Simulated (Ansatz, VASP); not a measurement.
Two plane-wave programs on SrTiO3

The input INCAR:

```
  PREC = Accurate
  ENCUT = 520
  EDIFF = 1E-6
  ISMEAR = 0
  SIGMA = 0.05
  LREAL = F
  LASPH = T
  NELM = 80
  ALGO = Normal
  ISIF = 2
  LWAVE = F
  LCHARG = F
  GGA = PE
  NBANDS = 51
```

Contents of KPOINTS:

```
Automatic mesh
0
Gamma
  8 8 8
```

POSCAR

```
SrTiO3
1.0
   -2.7777137596      2.8054908972      3.9464442078
    2.7777137596     -2.8054908972      3.9464442078
    2.7777137596      2.8054908972     -3.9464442078
Sr Ti O
2 2 6
Direct
    0.7500000000      0.2500000000      0.5000000000
    0.2500000000      0.7500000000      0.5000000000
    0.0000000000      0.0000000000      0.0000000000
    0.5000000000      0.5000000000      0.0000000000
    0.2500000000      0.2500000000      0.0000000000
    0.7500000000      0.7500000000      0.0000000000
    0.7281949606      0.2281949606      0.9563899212
    0.2281949606      0.2718050394      0.5000000000
    0.2718050394      0.7718050394      0.0436100788
    0.7718050394      0.7281949606      0.5000000000
```

Input for Ansatz:

```yaml
crystal:
  lattice:
    - [-2.7777137596, 2.8054908972, 3.9464442078]
    - [2.7777137596, -2.8054908972, 3.9464442078]
    - [2.7777137596, 2.8054908972, -3.9464442078]
  atoms:
    - { symbol: Sr, position: [0.75, 0.25, 0.5] }
    - { symbol: Sr, position: [0.25, 0.75, 0.5] }
    - { symbol: Ti, position: [0.0, 0.0, 0.0] }
    - { symbol: Ti, position: [0.5, 0.5, 0.0] }
    - { symbol: O, position: [0.25, 0.25, 0.0] }
    - { symbol: O, position: [0.75, 0.75, 0.0] }
    - { symbol: O, position: [0.7281949606, 0.2281949606, 0.9563899212] }
    - { symbol: O, position: [0.2281949606, 0.2718050394, 0.5] }
    - { symbol: O, position: [0.2718050394, 0.7718050394, 0.0436100788] }
    - { symbol: O, position: [0.7718050394, 0.7281949606, 0.5] }
basis:
  ecutwfc: 420
kpoints:
  mp_grid: { grid: [8, 8, 8] }
hamiltonian:
  xc: pbe
scf:
  occupations: { method: gaussian, width: 0.05 }
output:
  forces: true
  stress: true
  eigenvalues: true
```

Change from the starting cell: strain +0.0100 x Voigt [0, 1, 0, 0, 0, 0], atoms carried along.

Alike in both runs: task single point; functional PBE; k mesh 8 × 8 × 8; occupations gaussian, width 0.05 eV; no spin polarisation.

|  | VASP | Ansatz |
| --- | --- | --- |
| version | VASP 6.6.1 | Ansatz 0.2.0 |
| potentials or method | VASP PAW PBE potentials, release 64 (Sr_sv, Ti_sv, O), cutoff 520 eV | scalar-relativistic, plane waves, PAW |
| valence electrons in the cell | 80 | 80 |

VASP gave:

- gap on the k mesh at the Fermi level (eV): 1.86
- least direct gap on the mesh (eV): 1.86
- pressure (GPa): -1.1
- traceless stress, the component that is largest in VASP (GPa): -1.41
- rms of the force components (eV/Å): 0.006

Problem. What did Ansatz give for the same quantities?

Solution. gap on the k mesh at the Fermi level (eV): 1.89; least direct gap on the mesh (eV): 1.89; pressure (GPa): -1.6; traceless stress, the component that is largest in VASP (GPa): -1.39; rms of the force components (eV/Å): 0.005.

Atom by atom the forces differ by 0.001 eV/Å (rms over components).
